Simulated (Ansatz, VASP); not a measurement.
**CdO in VASP and in Ansatz**

Contents of POSCAR:

```
CdO
1.0
    0.0000000000      2.3991530911      2.3991530911
    2.3991530911      0.0000000000      2.3991530911
    2.3991530911      2.3991530911      0.0000000000
Cd O
1 1
Direct
    0.0000000000      0.0000000000      0.0000000000
    0.5000000000      0.5000000000      0.5000000000
```

INCAR.step1

```
PREC     = Accurate       # precision mode
ENCUT    = 660            # plane-wave cutoff, eV
ISMEAR   = -1             # smearing method
SIGMA    = 0.02           # smearing width, eV
LREAL    = False          # projectors in reciprocal space
LASPH    = True           # aspherical terms in the spheres
NELM     = 120            # most SCF steps
NBANDS   = 16             # bands
GGA      = PE             # functional
ALGO     = Normal         # electronic algorithm
EDIFF    = 1E-5           # SCF threshold, eV
LWAVE    = True           # write WAVECAR
LCHARG   = False          # write CHGCAR
GGA_COMPAT= False
```

Contents of INCAR.step2:

```
PREC     = Accurate       # precision mode
ENCUT    = 660            # plane-wave cutoff, eV
EDIFF    = 1E-6           # SCF threshold, eV
ISMEAR   = -1             # smearing method
SIGMA    = 0.02           # smearing width, eV
LREAL    = False          # projectors in reciprocal space
LASPH    = True           # aspherical terms in the spheres
NELM     = 120            # most SCF steps
ALGO     = Normal         # electronic algorithm
ISIF     = 2              # what is computed and relaxed
LWAVE    = False          # write WAVECAR
LCHARG   = False          # write CHGCAR
METAGGA  = R2SCAN         # meta-GGA
LMIXTAU  = True         
NBANDS   = 16             # bands
ISTART   = 1            
GGA_COMPAT= False
```

Contents of KPOINTS:

```
Automatic mesh
0
Gamma
  8 8 8
```

Input for Ansatz:

```yaml
crystal:
  lattice:
    - [0.0, 2.3991530911, 2.3991530911]
    - [2.3991530911, 0.0, 2.3991530911]
    - [2.3991530911, 2.3991530911, 0.0]
  atoms:
    - { symbol: Cd, position: [0.0, 0.0, 0.0] }
    - { symbol: O, position: [0.5, 0.5, 0.5] }
kpoints:
  mp_grid: { grid: [8, 8, 8] }
hamiltonian:
  xc: r2scan
scf:
  occupations: { method: fermi_dirac, width: 0.02 }
  n_extra_bands: 4
output:
  forces: true
  stress: true
  eigenvalues: true
```

Alike in both runs: task single point; functional r2SCAN; k mesh 8 × 8 × 8; occupations fermi-dirac, width 0.02 eV; no spin polarisation.

|  | VASP | Ansatz |
| --- | --- | --- |
| version | VASP 6.6.1 | Ansatz 0.2.0 |
| potentials or method | VASP PAW PBE potentials, release 64 (Cd, O) | plane waves, PAW |
| plane-wave cutoff (eV) | 660 | 500 |
| valence electrons in the cell | 18 | 26 |

```tsv
	VASP	Ansatz	Ansatz less VASP
pressure (GPa)	-6.4	-7.5	-1.12
```

VASP's potentials were made for PBE, not for r2SCAN. VASP's potentials hold 18 valence electrons a cell and Ansatz's 26, so a difference there can come from the potentials and not from the codes.
